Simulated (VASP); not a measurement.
# Rb (Im-3m) in VASP: notebook, part 2 of 2

VASP 6.6.1.

## (3) Single point, PBE

INCAR reads:

```
ALGO = Normal
EDIFF = 1E-6
ENCUT = 500
GGA = PE
GGA_COMPAT = False
ISIF = 2
ISMEAR = -1
LASPH = True
LCHARG = True
LELF = True
LREAL = False
LVHAR = True
LWAVE = False
NBANDS = 10
NELM = 120
PREC = Accurate
SIGMA = 0.1
```

KPOINTS reads:

```
k-points
0
Gamma
  4 4 4
```

POSCAR reads:

```
Rb
1.0
    2.8364043694      2.8364043694      2.8364043694
   -2.8364043694      2.8364043694      2.8364043694
   -2.8364043694     -2.8364043694      2.8364043694
Rb
1
Direct
    0.0000000000      0.0000000000      0.0000000000
```

Potentials or basis: VASP PAW PBE potentials, release 64 (Rb_sv).

Started as:

```
cat potpaw_PBE.64/Rb_sv/POTCAR > POTCAR
mpirun -np 1 vasp_std > vasp.out
```

OUTCAR:

```text
EDIFF = 1E-6
   ENCUT = 500
   GGA = PE
   ISIF = 2
   ISMEAR = -1
   LASPH = True
   LREAL = False
   NELM = 120
   PREC = Accurate

 ion  position               nearest neighbor table
   1  0.000  0.000  0.000-

  LATTYP: Found a body centered cubic cell.
 ALAT       =     5.6728087388

  Lattice vectors:

 A1 = (   2.8364043694,  -2.8364043694,  -2.8364043694)
 A2 = (   2.8364043694,   2.8364043694,   2.8364043694)
 A3 = (  -2.8364043694,  -2.8364043694,   2.8364043694)

Analysis of symmetry for initial positions (statically):
=====================================================================
 Subroutine PRICEL returns:
 Original cell was already a primitive cell.

 Routine SETGRP: Setting up the symmetry group for a
 body centered cubic supercell.

 Subroutine GETGRP returns: Found 48 space group operations
 (whereof 48 operations were pure point group operations)
 out of a pool of 48 trial point group operations.

The static configuration has the point symmetry O_h .

Analysis of symmetry for dynamics (positions and initial velocities):
=====================================================================
 Subroutine PRICEL returns:
 Original cell was already a primitive cell.

 Routine SETGRP: Setting up the symmetry group for a
 body centered cubic supercell.

 Subroutine GETGRP returns: Found 48 space group operations
 (whereof 48 operations were pure point group operations)
 out of a pool of 48 trial point group operations.

The dynamic configuration has the point symmetry O_h .

 Subroutine INISYM returns: Found 48 space group operations
 (whereof 48 operations are pure point group operations),
 and found     1 'primitive' translations

----------------------------------------------------------------------------------------

                                     Primitive cell

  volume of cell :      91.2776

  direct lattice vectors                    reciprocal lattice vectors
     2.836404369  2.836404369  2.836404369     0.176279520  0.000000000  0.176279520
    -2.836404369  2.836404369  2.836404369    -0.176279520  0.176279520  0.000000000
    -2.836404369 -2.836404369  2.836404369     0.000000000 -0.176279520  0.176279520

  length of vectors
     4.912796479  4.912796479  4.912796479     0.249296888  0.249296888  0.249296888

  position of ions in fractional coordinates (direct lattice)
     0.000000000  0.000000000  0.000000000

  ion indices of the primitive-cell ions
   primitive index   ion index
                 1           1

----------------------------------------------------------------------------------------

 KPOINTS: k-points

Automatic generation of k-mesh.
 Grid dimensions read from file:
 generate k-points for:    4    4    4

 Generating k-lattice:

  Cartesian coordinates                     Fractional coordinates (reciprocal lattice)
     0.044069880  0.000000000  0.044069880     0.250000000  0.000000000  0.000000000
    -0.044069880  0.044069880  0.000000000     0.000000000  0.250000000  0.000000000
     0.000000000 -0.044069880  0.044069880     0.000000000  0.000000000  0.250000000

  Length of vectors
     0.062324222  0.062324222  0.062324222

  Shift w.r.t. Gamma in fractional coordinates (k-lattice)
     0.000000000  0.000000000  0.000000000

 Subroutine IBZKPT returns following result:
 ===========================================

 Found      8 irreducible k-points:

 Following reciprocal coordinates:
            Coordinates               Weight
  0.000000  0.000000  0.000000      1.000000
  0.250000  0.000000  0.000000     12.000000
  0.500000  0.000000  0.000000      6.000000
  0.500000  0.250000  0.000000     24.000000
  0.250000  0.250000  0.250000      6.000000
  0.500000  0.250000  0.250000     12.000000
  0.250000 -0.250000  0.250000      2.000000
  0.500000  0.500000  0.500000      1.000000
   k-points           NKPTS =      8   k-points in BZ     NKDIM =      8   number of bands    NBANDS=     10
   number of dos      NEDOS =    301   number of ions     NIONS =      1
   total plane-waves  NPLWV =  46656
   dimension x,y,z NGX =    36 NGY =   36 NGZ =   36
   dimension x,y,z NGXF=    72 NGYF=   72 NGZF=   72
   ions per type =               1
   NGX,Y,Z   is equivalent  to a cutoff of  12.18, 12.18, 12.18 a.u.
   NGXF,Y,Z  is equivalent  to a cutoff of  24.36, 24.36, 24.36 a.u.
 SYSTEM =  unknown system
   PREC   = accura    normal or accurate (medium, high low for compatibility)
   ISTART =      0    job   : 0-new  1-cont  2-samecut
   ICHARG =      2    charge: 1-file 2-atom 10-const
   ISPIN  =      1    spin polarized calculation?
   LNONCOLLINEAR =      F non collinear calculations
   LSORBIT =      F    spin-orbit coupling
   LASPH  =      T    aspherical Exc in radial PAW
   ENCUT  =  500.0 eV  36.75 Ry    6.06 a.u.   8.96  8.96  8.96*2*pi/ulx,y,z
   NELM   =    120;   NELMIN=  2; NELMDL= -5     # of ELM steps
   EDIFF  = 0.1E-05   stopping-criterion for ELM
   LREAL  =      F    real-space projection
   EDIFFG = 0.1E-04   stopping-criterion for IOM
   NSW    =      0    number of steps for IOM
   IBRION =     -1    ionic relax: 0-MD 1-quasi-New 2-CG
   NFREE  =      0    steps in history (QN), initial steepest desc. (CG)
   ISIF   =      2    stress and relaxation
   ISYM   =      2    0-nonsym 1-usesym 2-fastsym
   POTIM  = 0.5000    time-step for ionic-motion
   TEBEG  =    0.0;   TEEND  =   0.0 temperature during run
   PSTRESS=    0.0 pullay stress
   NELECT =       9.0000    total number of electrons
   NUPDOWN=      -1.0000    fix difference up-down
   EMIN   =  10.00;   EMAX   =-10.00  energy-range for DOS
   EFERMI =   0.00;   METHOD = LEGACY
   ISMEAR =    -1;   SIGMA  =   0.10  broadening in eV -4-tet -1-fermi 0-gaus
   EFERMI_NEDOS =   21; number of points for ismear=-14 and -15
   IALGO  =     38    algorithm
   IMIX   =      4    mixing-type and parameters
     AMIX     =   0.40;   BMIX     =  1.00
     AMIX_MAG =   1.60;   BMIX_MAG =  1.00
  volume/ion in A,a.u.               =      91.28       615.97
  Fermi-wavevector in a.u.,A,eV,Ry     =   0.756312  1.429222  7.782634  0.572007
  Thomas-Fermi vector in A             =   1.854404
   LORBIT       =      0    0 simple, 1 ext, 2 COOP (PROOUT), +10 PAW based schemes
   GGA     = PE    functional components
   LHFCALC =     F    Hartree Fock is set to
   AEXX    =    0.0000 exact exchange contribution
   IVDW    =     0    specifies the selected vdW correction
   LEPSILON=     F    determine dielectric tensor
   LRPA    =     F    only Hartree local field effects (RPA)
 non-spin polarized calculation
  energy-cutoff  :      500.00
  volume of cell :       91.28
 maximum number of plane-waves:      2340
 NGX is ok and might be reduce to    36
   NGX = 17   NGY = 17   NGZ = 17

 number of electron       9.0000000 magnetization

 Free energy of the ion-electron system (eV)
  ---------------------------------------------------
  ext. energy  EPLUGINS =         0.00000000
  ---------------------------------------------------
  free energy    TOTEN  =        -0.91604409 eV

  energy without entropy =       -0.85866381  energy(sigma->0) =       -0.88735395

 E-fermi :  -0.0053     XC(G=0):  -5.4590

 val. band max:       -0.0146481190   @ k =   0.5000   0.2500   0.0000
 cond. band min:       0.2452614068   @ k =   0.5000   0.0000   0.0000
 fundamental gap:      0.2599095258
 Fermi energy:        -0.0053330667

 k-point     1 :       0.0000    0.0000    0.0000
  band No.  band energies     occupation
      1     -28.8968      2.00000
      2     -12.9398      2.00000
      3     -12.9398      2.00000
      4     -12.9398      2.00000
      5      -1.9628      2.00000
      6       3.6819      0.00000
      7       3.6819      0.00000
      8       3.6819      0.00000
      9       4.6132      0.00000
     10       4.6132      0.00000

 k-point     2 :       0.2500    0.0000    0.0000
  band No.  band energies     occupation
      1     -28.8948      2.00000
      2     -12.9877      2.00000
      3     -12.9557      2.00000
      4     -12.9398      2.00000
      5      -1.2563      1.99999
      6       2.4681      0.00000
      7       3.0188      0.00000
      8       4.3441      0.00000
      9       4.4352      0.00000
     10       4.5308      0.00000
[... 66 lines left out ...]
 k-point     8 :       0.5000    0.5000    0.5000
  band No.  band energies     occupation
      1     -28.8894      2.00000
      2     -13.0077      2.00000
      3     -13.0077      2.00000
      4     -13.0077      2.00000
      5       1.2653      0.00001
      6       1.2653      0.00001
      7       3.2479      0.00000
      8       3.2479      0.00000
      9       3.2479      0.00000
     10       4.7808      0.00000

------------------------ aborting loop because EDIFF is reached ----------------------------------------

  FORCE on cell =-STRESS in cart. coord.  units (eV):
  Direction    XX          YY          ZZ          XY          YZ          ZX
  --------------------------------------------------------------------------------------
  -------------------------------------------------------------------------------------
  Total        0.0392345      0.0392345      0.0392345     -0.0000000      0.0000000     -0.0000000
  in kB        0.6886747      0.6886747      0.6886747     -0.0000000      0.0000000     -0.0000000
  external PRESSURE =       0.6886747 kB  Pullay stress =       0.0000000 kB

 VOLUME and BASIS-vectors are now :
 -----------------------------------------------------------------------------
  energy-cutoff  :      500.00
  volume of cell :       91.28
      direct lattice vectors                 reciprocal lattice vectors
     2.836404369  2.836404369  2.836404369     0.176279520  0.000000000  0.176279520
    -2.836404369  2.836404369  2.836404369    -0.176279520  0.176279520  0.000000000
    -2.836404369 -2.836404369  2.836404369     0.000000000 -0.176279520  0.176279520

 POSITION                                       TOTAL-FORCE (eV/Angst)
 -----------------------------------------------------------------------------------
      0.00000      0.00000      0.00000        -0.000000     -0.000000      0.000000
 -----------------------------------------------------------------------------------
    total drift:                                0.000000      0.000000      0.000000

  FREE ENERGIE OF THE ION-ELECTRON SYSTEM (eV)
  ---------------------------------------------------
  free  energy   TOTEN  =        -0.9160440867 eV

  energy  without entropy=       -0.8586638055  energy(sigma->0) =       -0.88735395
```

stdout:

```text
POSCAR found type information on POSCAR Rb
 POSCAR found :  1 types and       1 ions
 scaLAPACK will be used
 LDA part: xc-table for (Slater+PW92), standard interpolation
 POSCAR, INCAR and KPOINTS ok, starting setup
 FFT: planning ... GRIDC
 FFT: planning ... GRID_SOFT
 FFT: planning ... GRID
 WAVECAR not read
 entering main loop
```

It took 4.7 s on 1 thread of Intel Xeon 6975P-C (Granite Rapids), shared host; peak memory 0.19 GiB.

What came out:

```
Free energy : -0.9160 eV
Pressure    : 0.1 GPa
```

Levels at points of the mesh, in eV from the Fermi level:
```
           k point  band 2  band 3  band 4  band 5  band 6  band 7
(0.00, 0.00, 0.00)  -12.93  -12.93  -12.93   -1.96    3.69    3.69
(0.50, 0.00, 0.00)  -13.03  -12.97  -12.93    0.25    0.79    2.60
(0.50, 0.50, 0.50)  -13.00  -13.00  -13.00    1.27    1.27    3.25
```

Caveat: the k points lie up to 0.39 Å⁻¹ apart.
